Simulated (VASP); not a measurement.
Set up this calculation in VASP 6.6.1, as the native input.

```
Task                   : single point
Functional             : PBEsol
Potentials or basis    : VASP PAW PBE potentials, release 64 (Cr_pv)
Cutoff                 : 520 eV
k mesh                 : 2 × 2 × 2
Occupations            : fermi-dirac, width 0.24 eV
Spin                   : no spin polarisation
Dipole correction      : no
Further INCAR settings : LREAL = Auto; ALGO = Normal; EDIFF = 1e-06; NBANDS = 110
```

The structure of Cr lies in POSCAR:

```
Cr
1.0
    5.6223840000      0.0000000000      0.0000000000
    0.0000000000      5.6223840000      0.0000000000
    0.0000000000      0.0000000000      5.6223840000
Cr
16
Direct
   -0.0794502830      0.0498365106     -0.0607749311
    0.4288394389      0.0287956141     -0.1068052271
   -0.0417972163      0.5369252616     -0.0824205533
   -0.0459413658      0.0032370610      0.4275588434
    0.2049842202      0.2843989311      0.1876250359
    0.4511253589      0.5763569333     -0.0724781516
    0.4404537292      0.0316591681      0.4611922629
    0.7104815324      0.2704013102      0.2087192906
   -0.0759464313      0.5105841223      0.4484218794
    0.1881586174      0.7614029920      0.2227880557
    0.2137705287      0.2696720822      0.6920551851
    0.4456650417      0.5211846078      0.4651229799
    0.6966617719      0.7844714982      0.1628668551
    0.6845316862      0.2774623718      0.7015173635
    0.2130946588      0.7885978617      0.6989739584
    0.7184141105      0.7359511552      0.6444775028
```

The input as run:

INCAR

```
SYSTEM = Cr
  ALGO = Normal
  EDIFF = 1E-6
  ENCUT = 520
  GGA = PS
  ISIF = 2
  ISMEAR = -1
  LASPH = .TRUE.
  LCHARG = .TRUE.
  LELF = .TRUE.
  LREAL = Auto
  LVHAR = .TRUE.
  LWAVE = .FALSE.
  NBANDS = 110
  NELM = 60
  PREC = Accurate
  SIGMA = 0.24
```

KPOINTS

```
k-points
0
G
  2 2 2
  0 0 0
```

Potentials or basis: VASP PAW PBE potentials, release 64 (Cr_pv).

Run with:

```console
$ cat potpaw_PBE.64/Cr_pv/POTCAR > POTCAR
$ mpirun -np 1 vasp_std > vasp.out
```

Results of the run:

```yaml
Pressure: 10.0 GPa
Largest_force: 4.945 eV/Å
Band_gap_on_the_k_mesh: zero (bands 96 and 97 overlap by 0.17 eV)
```

Caveat: the k points lie up to 0.56 Å⁻¹ apart; the atoms stand as in a frame of molecular dynamics; the PAW data sets were made with another functional, which shifts forces and pressure a little; the run has no spin polarisation, though such a crystal can be magnetic.

It took 5.5 min on 1 thread of Intel(R) Xeon(R) Platinum 8559C (Emerald Rapids) (shared host), peak memory 0.3 GiB.
